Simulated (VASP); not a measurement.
# TiB2 (P6/mmm) in VASP: notebook, part 2 of 2

VASP 6.6.1. Earlier steps stand in the parts before.

**3. Single point, PBE**

Contents of INCAR:

```
PREC = Accurate
ENCUT = 500
EDIFF = 1E-6
ISMEAR = -1
SIGMA = 0.1
LREAL = F
LASPH = T
NELM = 120
ALGO = Normal
ISIF = 2
LWAVE = F
LCHARG = T
GGA = PE
LELF = T
LVHAR = T
NBANDS = 16
GGA_COMPAT = F
```

Contents of KPOINTS:

```
regular mesh
0
Gamma
  8 8 7
```

Contents of POSCAR:

```
TiB2
1.0
    3.0292000000      0.0000000000      0.0000000000
   -1.5146000000      2.6233641531      0.0000000000
    0.0000000000      0.0000000000      3.2284000000
Ti B
1 2
Direct
    0.0000000000      0.0000000000      0.0000000000
    0.6666666667      0.3333333333      0.5000000000
    0.3333333333      0.6666666667      0.5000000000
```

Potentials or basis: VASP PAW PBE potentials, release 64 (Ti_sv, B).

On the command line:

```
> cat potpaw_PBE.64/Ti_sv/POTCAR potpaw_PBE.64/B/POTCAR > POTCAR
> mpirun -np 1 vasp_std > vasp.out
```

It took 24 s on 1 thread of Intel Xeon 8259CL, shared host; peak memory 0.14 GiB.

Results (log left out):

```
Free energy            : -24.4379 eV
Pressure               : 0.4 GPa
Band gap on the k mesh : zero (bands 9 and 10 overlap by 0.52 eV)
```

Stress tensor (GPa, compression positive):
```
 1.00  0.00  0.00
 0.00  1.00  0.00
 0.00  0.00 -0.66
```

Levels at points of the mesh, in eV from the Fermi level:
```tsv
k point	band 7	band 8	band 9	band 10	band 11	band 12
(0.00, 0.00, 0.00)	-2.63	-2.36	-2.15	1.86	1.86	3.62
(0.50, 0.00, 0.00)	-3.30	-3.26	-2.30	1.30	2.71	3.18
```

**4. Single point, PBE0**

POSCAR is that of step 3.

Contents of INCAR.step1:

```
ALGO     = Normal         # electronic algorithm
EDIFF    = 1E-5           # SCF threshold, eV
ENCUT    = 420            # plane-wave cutoff, eV
GGA      = PE             # functional
GGA_COMPAT= F            
ISIF     = 2              # what is computed and relaxed
ISMEAR   = 0              # smearing method
LASPH    = T              # aspherical terms in the spheres
LCHARG   = F              # write CHGCAR
LREAL    = F              # projectors in reciprocal space
LWAVE    = T              # write WAVECAR
NBANDS   = 16             # bands
NELM     = 120            # most SCF steps
PREC     = Accurate       # precision mode
SIGMA    = 0.1            # smearing width, eV
```

Contents of INCAR.step2:

```
AEXX     = 0.25           # exact-exchange fraction
ALGO     = Normal         # electronic algorithm
EDIFF    = 1E-6           # SCF threshold, eV
ENCUT    = 420            # plane-wave cutoff, eV
GGA      = PE             # functional
GGA_COMPAT= F            
ISIF     = 2              # what is computed and relaxed
ISMEAR   = 0              # smearing method
ISTART   = 1            
LASPH    = T              # aspherical terms in the spheres
LCHARG   = F              # write CHGCAR
LHFCALC  = T              # exact exchange
LREAL    = F              # projectors in reciprocal space
LWAVE    = F              # write WAVECAR
NBANDS   = 16             # bands
NELM     = 120            # most SCF steps
PREC     = Accurate       # precision mode
PRECFOCK = Normal       
SIGMA    = 0.1            # smearing width, eV
```

Contents of KPOINTS:

```
k-points
0
Gamma
  5 5 4
```

Potentials or basis: VASP PAW PBE potentials, release 64 (Ti_sv, B).

On the command line:

```
> cat potpaw_PBE.64/Ti_sv/POTCAR potpaw_PBE.64/B/POTCAR > POTCAR
> cp INCAR.step1 INCAR
> mpirun -np 1 vasp_std > vasp.out
> cp INCAR.step2 INCAR
> mpirun -np 1 vasp_std > vasp.out
```

OUTCAR:

```text
AEXX = 0.25
   EDIFF = 1E-6
   ENCUT = 420
   GGA = PE
   ISIF = 2
   ISMEAR = 0
   ISTART = 1
   LASPH = T
   LHFCALC = T
   LREAL = F
   NELM = 120
   PREC = Accurate
   PRECFOCK = Normal

 ion  position               nearest neighbor table
   1  0.000  0.000  0.000-   2 2.38   3 2.38   2 2.38   3 2.38   3 2.38   3 2.38   2 2.38   2 2.38
                             2 2.38   2 2.38   3 2.38   3 2.38
   2  0.667  0.333  0.500-   3 1.75   3 1.75   3 1.75   1 2.38   1 2.38   1 2.38   1 2.38   1 2.38
                             1 2.38
[... 481 lines left out ...]
  FORCE on cell =-STRESS in cart. coord.  units (eV):
  Direction    XX          YY          ZZ          XY          YZ          ZX
  --------------------------------------------------------------------------------------
  -------------------------------------------------------------------------------------
  Total       -0.6519556     -0.6519556     -1.3217277      0.0000000      0.0000000      0.0000000
  in kB      -40.7150277    -40.7150277    -82.5427059      0.0000000      0.0000000      0.0000000
  external PRESSURE =     -54.6575871 kB  Pullay stress =       0.0000000 kB

 VOLUME and BASIS-vectors are now :
 -----------------------------------------------------------------------------
  energy-cutoff  :      420.00
  volume of cell :       25.66
      direct lattice vectors                 reciprocal lattice vectors
     3.029200000  0.000000000  0.000000000     0.330120164  0.190594965  0.000000000
    -1.514600000  2.623364153  0.000000000     0.000000000  0.381189931  0.000000000
     0.000000000  0.000000000  3.228400000     0.000000000  0.000000000  0.309750960

 POSITION                                       TOTAL-FORCE (eV/Angst)
 -----------------------------------------------------------------------------------
      0.00000      0.00000      0.00000         0.000000      0.000000      0.000000
      1.51460      0.87445      1.61420         0.000000      0.000000      0.000000
     -0.00000      1.74891      1.61420        -0.000000     -0.000000      0.000000
 -----------------------------------------------------------------------------------
    total drift:                               -0.000000      0.000000      0.000000

  FREE ENERGIE OF THE ION-ELECTRON SYSTEM (eV)
  ---------------------------------------------------
  free  energy   TOTEN  =       -29.5115798984 eV

  energy  without entropy=      -29.5094598429  energy(sigma->0) =      -29.51051987
```

Run time: 17 min. Hardware: 1 thread of Intel Xeon 8259CL, shared host; peak memory 0.14 GiB.

What came out:

- Free energy: -29.5116 eV
- Pressure: -5.5 GPa
- Band gap on the k mesh: zero (bands 9 and 10 overlap by 1.37 eV)

Stress tensor (GPa, compression positive):
```
-4.07  0.00  0.00
 0.00 -4.07  0.00
 0.00  0.00 -8.25
```

Caveat: the k points lie up to 0.49 Å⁻¹ apart, too coarse for converged energies and pressures of a metal; the PAW data sets were made with another functional, which shifts forces and pressure a little.

**5. Single point, PBE0**

POSCAR is that of step 4.

Contents of INCAR.step1:

```
SYSTEM = TiB2
PREC = Accurate
ENCUT = 420
EDIFF = 1E-5
ISMEAR = 0
SIGMA = 0.1
LREAL = .False.
LASPH = .True.
NELM = 120
ALGO = Normal
ISIF = 2
LWAVE = .True.
LCHARG = .False.
NBANDS = 16
GGA = PE
GGA_COMPAT = .False.
```

Contents of INCAR.step2:

```
SYSTEM = TiB2
PREC = Accurate
ENCUT = 420
EDIFF = 1E-6
ISMEAR = 0
SIGMA = 0.1
LREAL = .False.
LASPH = .True.
NELM = 120
ALGO = Normal
ISIF = 2
LWAVE = .False.
LCHARG = .False.
GGA = PE
LHFCALC = .True.
AEXX = 0.25
PRECFOCK = Normal
NBANDS = 16
ISTART = 1
GGA_COMPAT = .False.
```

Contents of KPOINTS:

```
regular mesh
0
Gamma
  5 5 4
  0 0 0
```

On the command line:

```
> cat potpaw_PBE.64/Ti_sv/POTCAR potpaw_PBE.64/B/POTCAR > POTCAR
> cp INCAR.step1 INCAR
> mpirun -np 1 vasp_std > vasp.out
> cp INCAR.step2 INCAR
> mpirun -np 1 vasp_std > vasp.out
```

It took 12 min on 1 thread of Intel Xeon 8259CL, shared host; peak memory 0.14 GiB.

It converged, with:

```
Free energy            : -29.5116 eV
Pressure               : -5.5 GPa
Band gap on the k mesh : zero (bands 9 and 10 overlap by 1.37 eV)
```

Stress tensor (GPa, compression positive):
```
-4.07  0.00  0.00
 0.00 -4.07  0.00
 0.00  0.00 -8.25
```

Levels at points of the mesh, in eV from the Fermi level:
```
           k point  band 7  band 8  band 9  band 10  band 11  band 12
(0.00, 0.00, 0.00)   -3.76   -3.49   -3.01     2.69     2.69     4.63
(0.00, 0.00, 0.50)   -1.34   -1.34   -0.55    -0.55     0.82     0.82
```

Caveat: the k points lie up to 0.49 Å⁻¹ apart, too coarse for converged energies and pressures of a metal; the PAW data sets were made with another functional, which shifts forces and pressure a little.

**6. Single point, LDA+U**

This run uses another cell than the first one, of 8.46 Å³/atom.

Contents of INCAR:

```
SYSTEM = TiB2
ALGO = Normal
EDIFF = 1E-6
ENCUT = 520
GGA = CA
ISIF = 2
ISMEAR = -1
LASPH = .TRUE.
LCHARG = .FALSE.
LDAU = .TRUE.
LDAUJ = 0 0
LDAUL = 2 -1
LDAUPRINT = 1
LDAUTYPE = 2
LDAUU = 8 0
LMAXMIX = 4
LREAL = .FALSE.
LWAVE = .FALSE.
NBANDS = 16
NELM = 150
PREC = Accurate
SIGMA = 0.05
```

Contents of KPOINTS:

```
k-points
0
G
  10 10 8
  0 0 0
```

Contents of POSCAR:

```
TiB2
1.0
    3.0014351683      0.0000000000      0.0000000000
   -1.5007175841      2.5993191035      0.0000000000
    0.0000000000      0.0000000000      3.2538623538
Ti B
1 2
Direct
    0.0000000000      0.0000000000      0.0000000000
    0.6666666667      0.3333333333      0.5000000000
    0.3333333333      0.6666666667      0.5000000000
```

Potentials or basis: VASP PAW LDA potentials, release 64 (Ti_sv, B).

On the command line:

```
> cat potpaw_LDA.64/Ti_sv/POTCAR potpaw_LDA.64/B/POTCAR > POTCAR
> mpirun -np 1 vasp_std > vasp.out
```

It took 16 s on 1 thread of Intel Xeon Platinum 8488C (Sapphire Rapids), shared host; peak memory 0.14 GiB.

The run converged. Its results:

```
Free energy            : -20.5920 eV
Pressure               : 9.4 GPa
Band gap on the k mesh : zero (bands 9 and 10 overlap by 0.47 eV)
```

Stress tensor (GPa, compression positive):
```
9.55 0.00 0.00
0.00 9.55 0.00
0.00 0.00 9.06
```

Levels at points of the mesh, in eV from the Fermi level:
| k point | band 5 | band 6 | band 7 | band 8 | band 9 | band 10 | band 11 | band 12 | band 13 | band 14 |
| --- | --- | --- | --- | --- | --- | --- | --- | --- | --- | --- |
| (0.00, 0.00, 0.00) | -14.12 | -3.23 | -2.74 | -2.74 | -2.17 | 2.19 | 2.19 | 3.53 | 3.53 | 5.27 |
| (0.50, 0.00, 0.00) | -9.90 | -9.73 | -3.80 | -3.50 | -2.25 | 1.58 | 2.61 | 3.02 | 3.57 | 6.39 |
| (0.00, 0.00, 0.50) | -12.19 | -8.49 | -0.98 | -0.98 | 0.03 | 0.03 | 0.56 | 0.56 | 1.83 | 6.08 |
| (0.50, 0.00, 0.50) | -10.00 | -8.18 | -4.87 | -4.17 | -3.97 | 2.82 | 3.20 | 4.61 | 4.65 | 4.92 |

Eigenvalues of the final occupation matrices:
```tsv
site	spin	trace	eigenvalues
site 1 d	1	0.91	0.15 0.18 0.18 0.19 0.19
site 1 d	2	0.91	0.15 0.18 0.18 0.19 0.19
```

Caveat: the cell stands under pressure; U without spin polarisation on a metal has little footing; the U is typed as a test and isn't derived for this compound.

**7. Summary**

```csv
level,potentials or basis,U,cell,k mesh,cutoff (eV),smearing,grid for exact exchange (PRECFOCK),share of exact exchange,gap on the mesh (eV),pressure (GPa)
PBE,"VASP PAW PBE potentials, release 64 (Ti_sv, B)",-,"a = 3.029, b = 3.029, c = 3.228 Å, angles 90.0, 90.0, 120.0°, 3 atoms",8 × 8 × 7,500,fermi-dirac 0.1 eV,-,-,none,0.4
PBE0,"VASP PAW PBE potentials, release 64 (Ti_sv, B)",-,"a = 3.029, b = 3.029, c = 3.228 Å, angles 90.0, 90.0, 120.0°, 3 atoms",5 × 5 × 4,420,gaussian 0.1 eV,Normal,0.25,none,-5.5
LDA+U,"VASP PAW LDA potentials, release 64 (Ti_sv, B)",Ti d U = 8.0 eV,"a = 3.001, b = 3.001, c = 3.254 Å, angles 90.0, 90.0, 120.0°, 3 atoms",10 × 10 × 8,520,fermi-dirac 0.05 eV,-,-,none,9.4
```

Alike in all rows: task single point; no spin polarisation.

Caveats: some runs use coarse meshes; the PAW data sets were made with another functional, which shifts forces and pressure a little (at least some runs); the cell stands under pressure (at least some runs); U without spin polarisation on a metal has little footing (at least some runs); the U is typed as a test and isn't derived for this compound (at least some runs).

Total energies depend on the potentials used, so only differences within one code and one set of settings carry meaning.
